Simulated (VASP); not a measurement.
# SiO2 (P4_2/mnm) in VASP: a series of runs

SiO2 is run at these levels: PBE; tasks: single point, vibrations by perturbation theory.

Everything below comes from runs of VASP 6.6.1. Logs are shortened: lines on timing, memory, paths and dates and some standing lists are left out, and cuts for length are marked.

## Step 1: The cell of the first run

Symmetry: P4_2/mnm, No. 136, tetragonal system. The conventional cell has a = 4.236 Å, b = 4.236 Å, c = 2.691 Å, α = 90.00°, β = 90.00°, γ = 90.00°. Within 2.4 Å of Si (site symmetry mmm) lie 6 O at 1.77 to 1.84 Å. O (site symmetry m2m) has 3 Si at 1.77 to 1.84 Å and 1 O at 2.31 Å within 2.4 Å.

## Step 2: Single point, PBE

POSCAR

```
SiO2
1.0
    4.2355353035      0.0000000000      0.0000000000
    0.0000000000      4.2355353035      0.0000000000
    0.0000000000      0.0000000000      2.6907809260
Si O
2 4
Direct
    0.5000000000      0.5000000000      0.5000000000
    0.0000000000      0.0000000000      0.0000000000
    0.1930666755      0.8069333245      0.5000000000
    0.3069333245      0.3069333245      0.0000000000
    0.8069333245      0.1930666755      0.5000000000
    0.6930666755      0.6930666755      0.0000000000
```

INCAR.step1

```
PREC = Accurate ; ENCUT = 520
EDIFF = 1E-6 ; ISMEAR = 0
SIGMA = 0.02 ; LREAL = F
LASPH = T ; NELM = 60
ALGO = Normal ; ISIF = 2
LWAVE = F ; LCHARG = T
GGA = PE ; NBANDS = 25
```

KPOINTS.step1

```
regular mesh
0
Gamma
  6 6 8
```

INCAR.step2

```
PREC = Accurate ; ENCUT = 520
EDIFF = 1E-6 ; ISMEAR = -5
SIGMA = 0.02 ; LREAL = F
LASPH = T ; NELM = 60
ALGO = Normal ; ISIF = 2
LWAVE = F ; LCHARG = F
GGA = PE ; LORBIT = 10
NEDOS = 2001 ; ICHARG = 11
```

KPOINTS.step2

```
regular mesh
0
Gamma
  9 9 12
```

Potentials or basis: VASP PAW PBE potentials, release 64 (Si, O).

Launch:

```sh
cat potpaw_PBE.64/Si/POTCAR potpaw_PBE.64/O/POTCAR > POTCAR
cp INCAR.step1 INCAR
cp KPOINTS.step1 KPOINTS
mpirun -np 1 vasp_std > vasp.out
cp INCAR.step2 INCAR
cp KPOINTS.step2 KPOINTS
mpirun -np 1 vasp_std > vasp.out
```

OUTCAR:

```text
PREC = Accurate
   ENCUT = 520
   EDIFF = 1E-6
   ISMEAR = -5
   LREAL = F
   LASPH = T
   NELM = 60
   ISIF = 2
   GGA = PE
   LORBIT = 10
   ICHARG = 11

 ion  position               nearest neighbor table
   1  0.500  0.500  0.500-   4 1.77   6 1.77   4 1.77   6 1.77   5 1.84   3 1.84
   2  0.000  0.000  0.000-   3 1.77   5 1.77   3 1.77   5 1.77   4 1.84   6 1.84
   3  0.193  0.807  0.500-   2 1.77   2 1.77   1 1.84
   4  0.307  0.307  0.000-   1 1.77   1 1.77   2 1.84
   5  0.807  0.193  0.500-   2 1.77   2 1.77   1 1.84
   6  0.693  0.693  0.000-   1 1.77   1 1.77   2 1.84

  LATTYP: Found a simple tetragonal cell.
 ALAT       =     4.2355353035
 C/A-ratio  =     0.6352870967

  Lattice vectors:

 A1 = (   4.2355353035,   0.0000000000,   0.0000000000)
 A2 = (   0.0000000000,   4.2355353035,   0.0000000000)
 A3 = (   0.0000000000,   0.0000000000,   2.6907809260)

Analysis of symmetry for initial positions (statically):
=====================================================================
 Subroutine PRICEL returns:
 Original cell was already a primitive cell.

 Routine SETGRP: Setting up the symmetry group for a
 simple tetragonal supercell.

 Subroutine GETGRP returns: Found 16 space group operations
 (whereof  8 operations were pure point group operations)
 out of a pool of 16 trial point group operations.

The static configuration has the point symmetry D_2h.
 The point group associated with its full space group is D_4h.

Analysis of symmetry for dynamics (positions and initial velocities):
=====================================================================
 Subroutine PRICEL returns:
 Original cell was already a primitive cell.

 Routine SETGRP: Setting up the symmetry group for a
 simple tetragonal supercell.

 Subroutine GETGRP returns: Found 16 space group operations
 (whereof  8 operations were pure point group operations)
 out of a pool of 16 trial point group operations.

The dynamic configuration has the point symmetry D_2h.
 The point group associated with its full space group is D_4h.

 Subroutine INISYM returns: Found 16 space group operations
 (whereof  8 operations are pure point group operations),
 and found     1 'primitive' translations

----------------------------------------------------------------------------------------

                                     Primitive cell

  volume of cell :      48.2720

  direct lattice vectors                    reciprocal lattice vectors
     4.235535303  0.000000000  0.000000000     0.236097666  0.000000000  0.000000000
     0.000000000  4.235535303  0.000000000     0.000000000  0.236097666  0.000000000
     0.000000000  0.000000000  2.690780926     0.000000000  0.000000000  0.371639322

  length of vectors
     4.235535303  4.235535303  2.690780926     0.236097666  0.236097666  0.371639322

  position of ions in fractional coordinates (direct lattice)
     0.500000000  0.500000000  0.500000000
     0.000000000  0.000000000  0.000000000
     0.193066675  0.806933325  0.500000000
     0.306933325  0.306933325  0.000000000
     0.806933325  0.193066675  0.500000000
     0.693066675  0.693066675  0.000000000

  ion indices of the primitive-cell ions
   primitive index   ion index
                 1           1
                 2           2
                 3           3
                 4           4
                 5           5
                 6           6

----------------------------------------------------------------------------------------

 KPOINTS: regular mesh

Automatic generation of k-mesh.
 Grid dimensions read from file:
 generate k-points for:    9    9   12

 Generating k-lattice:

  Cartesian coordinates                     Fractional coordinates (reciprocal lattice)
     0.026233074  0.000000000  0.000000000     0.111111111  0.000000000  0.000000000
     0.000000000  0.026233074  0.000000000     0.000000000  0.111111111  0.000000000
     0.000000000  0.000000000  0.030969944     0.000000000  0.000000000  0.083333333

  Length of vectors
     0.026233074  0.026233074  0.030969944

  Shift w.r.t. Gamma in fractional coordinates (k-lattice)
     0.000000000  0.000000000  0.000000000

 TETIRR: Found   1446 inequivalent tetrahedra from     5832

 Subroutine IBZKPT returns following result:
 ===========================================

 Found    105 irreducible k-points:

 Following reciprocal coordinates:
            Coordinates               Weight
  0.000000  0.000000  0.000000      1.000000
  0.111111  0.000000  0.000000      4.000000
  0.222222  0.000000  0.000000      4.000000
  0.333333  0.000000  0.000000      4.000000
  0.444444  0.000000  0.000000      4.000000
  0.111111  0.111111  0.000000      4.000000
[... 16 lines left out ...]
  0.333333  0.111111  0.083333     16.000000
  0.444444  0.111111  0.083333     16.000000
 [... further k-points ...]
   k-points           NKPTS =    105   k-points in BZ     NKDIM =    105   number of bands    NBANDS=     20
   number of dos      NEDOS =   2001   number of ions     NIONS =      6
   total plane-waves  NPLWV =  20480
   dimension x,y,z NGX =    32 NGY =   32 NGZ =   20
   dimension x,y,z NGXF=    64 NGYF=   64 NGZF=   40
   ions per type =               2   4
   NGX,Y,Z   is equivalent  to a cutoff of  12.56, 12.56, 12.36 a.u.
   NGXF,Y,Z  is equivalent  to a cutoff of  25.12, 25.12, 24.71 a.u.
 SYSTEM =  unknown system
   PREC   = accura    normal or accurate (medium, high low for compatibility)
   ISTART =      0    job   : 0-new  1-cont  2-samecut
   ICHARG =     11    charge: 1-file 2-atom 10-const
   ISPIN  =      1    spin polarized calculation?
   LNONCOLLINEAR =      F non collinear calculations
   LSORBIT =      F    spin-orbit coupling
   LASPH  =      T    aspherical Exc in radial PAW
   ENCUT  =  520.0 eV  38.22 Ry    6.18 a.u.   7.88  7.88  5.00*2*pi/ulx,y,z
   NELM   =     60;   NELMIN=  2; NELMDL=  0     # of ELM steps
   EDIFF  = 0.1E-05   stopping-criterion for ELM
   LREAL  =      F    real-space projection
[... 7 lines left out ...]
   TEBEG  =    0.0;   TEEND  =   0.0 temperature during run
   PSTRESS=    0.0 pullay stress
   NELECT =      32.0000    total number of electrons
   NUPDOWN=      -1.0000    fix difference up-down
   EMIN   =  10.00;   EMAX   =-10.00  energy-range for DOS
   EFERMI =   0.00;   METHOD = LEGACY
   ISMEAR =    -5;   SIGMA  =   0.02  broadening in eV -4-tet -1-fermi 0-gaus
   EFERMI_NEDOS =   21; number of points for ismear=-14 and -15
   IALGO  =     38    algorithm
   IMIX   =      4    mixing-type and parameters
     AMIX     =   0.40;   BMIX     =  1.00
     AMIX_MAG =   1.60;   BMIX_MAG =  1.00
  volume/ion in A,a.u.               =       8.05        54.29
  Fermi-wavevector in a.u.,A,eV,Ry     =   1.427446  2.697483 27.723279  2.037604
  Thomas-Fermi vector in A             =   2.547615
   LORBIT       =     10    0 simple, 1 ext, 2 COOP (PROOUT), +10 PAW based schemes
   GGA     = PE    functional components
   LHFCALC =     F    Hartree Fock is set to
   AEXX    =    0.0000 exact exchange contribution
   IVDW    =     0    specifies the selected vdW correction
   LEPSILON=     F    determine dielectric tensor
   LRPA    =     F    only Hartree local field effects (RPA)
 non-spin polarized calculation
 Fermi weights with tetrahedron method with Bloechl corrections
  energy-cutoff  :      520.00
  volume of cell :       48.27
 maximum number of plane-waves:      1318
 NGX is ok and might be reduce to    32

 number of electron      31.9999991 magnetization

 Free energy of the ion-electron system (eV)
  ---------------------------------------------------
  ext. energy  EPLUGINS =         0.00000000
  ---------------------------------------------------
  free energy    TOTEN  =       -46.31692104 eV

  energy without entropy =      -46.31692104  energy(sigma->0) =      -46.31692104

 E-fermi :   7.7465     XC(G=0): -12.0808

 val. band max:        7.7346088963   @ k =   0.0000   0.0000   0.0000
 cond. band min:      12.7590427350   @ k =   0.0000   0.0000   0.0000
 fundamental gap:      5.0244338387
 Fermi energy:         7.7464861597

 k-point     1 :       0.0000    0.0000    0.0000
  band No.  band energies     occupation
      1     -14.4779      2.00000
      2     -11.0172      2.00000
      3     -11.0172      2.00000
      4     -10.8566      2.00000
      5      -2.8759      2.00000
      6       1.5005      2.00000
[... 12 lines left out ...]
     19      16.0219      0.00000
     20      16.0219      0.00000

 k-point     2 :       0.1111    0.0000    0.0000
  band No.  band energies     occupation
      1     -14.4162      2.00000
      2     -11.4032      2.00000
      3     -10.9865      2.00000
      4     -10.6003      2.00000
      5      -2.7881      2.00000
      6       1.1082      2.00000
[... 12 lines left out ...]
     19      16.0417      0.00000
     20      16.0538      0.00000
[... 465 lines left out ...]
      3     -10.8450      2.00000
      4     -10.4077      2.00000
      5      -1.9625      2.00000
      6      -0.2043      2.00000
[... 12 lines left out ...]
     19      16.5867      0.00000
     20      17.0450      0.00000

 k-point    24 :       0.4444    0.1111    0.0833
  band No.  band energies     occupation
      1     -13.4073      2.00000
      2     -12.9393      2.00000
      3     -10.6815      2.00000
      4     -10.5212      2.00000
      5      -1.4457      2.00000
      6      -0.8510      2.00000
[... 12 lines left out ...]
     19      16.9537      0.00000
     20      17.1657      0.00000

 [... further k-points ...]

------------------------ aborting loop because EDIFF is reached ----------------------------------------

  FORCE on cell =-STRESS in cart. coord.  units (eV):
  Direction    XX          YY          ZZ          XY          YZ          ZX
  --------------------------------------------------------------------------------------
  -------------------------------------------------------------------------------------
  Total       -0.0168210     -0.0168210      0.1561751     -0.0000000      0.0000000      0.0000000
  in kB       -0.5582995     -0.5582995      5.1835526     -0.0000000      0.0000000      0.0000000
  external PRESSURE =       1.3556512 kB  Pullay stress =       0.0000000 kB

 VOLUME and BASIS-vectors are now :
 -----------------------------------------------------------------------------
  energy-cutoff  :      520.00
  volume of cell :       48.27
      direct lattice vectors                 reciprocal lattice vectors
     4.235535303  0.000000000  0.000000000     0.236097666  0.000000000  0.000000000
     0.000000000  4.235535303  0.000000000     0.000000000  0.236097666  0.000000000
     0.000000000  0.000000000  2.690780926     0.000000000  0.000000000  0.371639322

 POSITION                                       TOTAL-FORCE (eV/Angst)
 -----------------------------------------------------------------------------------
      2.11777      2.11777      1.34539         0.000000     -0.000000     -0.000000
      0.00000      0.00000      0.00000         0.000000     -0.000000     -0.000000
      0.81774      3.41779      1.34539         0.008428     -0.008428     -0.000000
      1.30003      1.30003      0.00000        -0.008428     -0.008428     -0.000000
      3.41779      0.81774      1.34539        -0.008428      0.008428      0.000000
      2.93551      2.93551      0.00000         0.008428      0.008428      0.000000
 -----------------------------------------------------------------------------------
    total drift:                                0.000000      0.000000     -0.000000

  FREE ENERGIE OF THE ION-ELECTRON SYSTEM (eV)
  ---------------------------------------------------
  free  energy   TOTEN  =       -46.3169210374 eV

  energy  without entropy=      -46.3169210374  energy(sigma->0) =      -46.31692104

 total charge

# of ion       s       p       d       tot
------------------------------------------
    1        0.584   0.846   0.000   1.430
    2        0.584   0.846   0.000   1.430
    3        1.549   3.665   0.000   5.214
    4        1.549   3.665   0.000   5.214
    5        1.549   3.665   0.000   5.214
    6        1.549   3.665   0.000   5.214
--------------------------------------------------
tot          7.362  16.353   0.000  23.715
```

Wall time 2.3 min (1 thread of Intel Xeon 8259CL, shared host); peak memory 0.2 GiB.

What came out:

| Item | Value |
| --- | --- |
| Valence electrons inside the program's atomic spheres | Si 1.43; O 5.21 |

[end of part 1 of 2]
